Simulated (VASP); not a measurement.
# AlN: single point with PBE

AlN:

```
Al N
1.0
     5.75349    0.00000    0.00000
     0.00000    5.75349    0.00000
     0.00000    0.00000    4.07138
Al N
8 8
Direct
  0.50000 0.75000 0.74996
  0.75000 0.00000 0.24996
  0.00000 0.75000 0.75004
  0.75000 0.50000 0.25004
  0.50000 0.25000 0.74996
  0.25000 0.00000 0.24996
  0.00000 0.25000 0.75004
  0.25000 0.50000 0.25004
  0.00000 0.74997 0.25010
  0.75003 0.50000 0.75010
  0.50000 0.75003 0.24990
  0.74997 0.00000 0.74990
  0.00000 0.25003 0.25010
  0.24997 0.50000 0.75010
  0.50000 0.24997 0.24990
  0.25003 0.00000 0.74990
```

```json
{
  "Program": "VASP 6.6.1",
  "Task": "single point",
  "Functional": "PBE",
  "Potentials or basis": "VASP PAW PBE potentials, release 64 (Al, N)",
  "Cutoff": "520 eV",
  "k mesh": "4 × 4 × 4",
  "Occupations": "gaussian, width 0.1 eV",
  "Spin": "no spin polarisation",
  "Dipole correction": "no",
  "Further INCAR settings": "LREAL = Auto; ALGO = Normal; EDIFF = 1e-06; NBANDS = 46"
}
```

```yaml
Pressure: -0.1 GPa
Largest_force: 0.008 eV/Å
Band_gap_on_the_k_mesh: 4.42 eV
```

Forces in eV/Å, atoms in the order of the input:
```
Al   0.000  0.000  0.001
Al   0.000  0.000  0.001
Al   0.000  0.000 -0.001
Al   0.000  0.000 -0.001
Al   0.000  0.000  0.001
Al   0.000  0.000  0.001
Al   0.000  0.000 -0.001
Al   0.000  0.000 -0.001
N    0.000  0.004 -0.007
N   -0.004  0.000 -0.007
N    0.000 -0.004  0.007
N    0.004  0.000  0.007
N    0.000 -0.004 -0.007
N    0.004  0.000 -0.007
N    0.000  0.004  0.007
N   -0.004  0.000  0.007
```

Stress tensor (GPa, compression positive):
```
-0.02  0.00  0.00
 0.00 -0.02  0.00
 0.00  0.00 -0.17
```

Levels at points of the mesh, in eV from the valence-band top:
```tsv
k point	band 30	band 31	band 32	band 33	band 34	band 35
(0.00, 0.00, 0.00)	-0.01	-0.01	0.00	4.42	4.42	4.42
(0.50, 0.00, 0.00)	-1.22	-0.22	-0.22	5.73	5.73	6.69
(0.50, 0.50, 0.00)	-1.60	-1.59	-1.59	7.48	7.48	7.48
(0.00, 0.00, 0.50)	-1.04	-1.04	-1.04	6.01	6.01	6.01
(0.50, 0.00, 0.50)	-1.34	-1.33	-1.33	7.18	7.18	7.18
(0.50, 0.50, 0.50)	-1.10	-1.10	-1.10	8.22	8.22	8.22
```

Run time: 3.1 min on 1 thread of AMD EPYC 7R43 64-Core Processor (Zen 3), on a shared host, peak memory 0.25 GiB.

A hybrid or GW would open this gap; PBE tends to underestimate it.
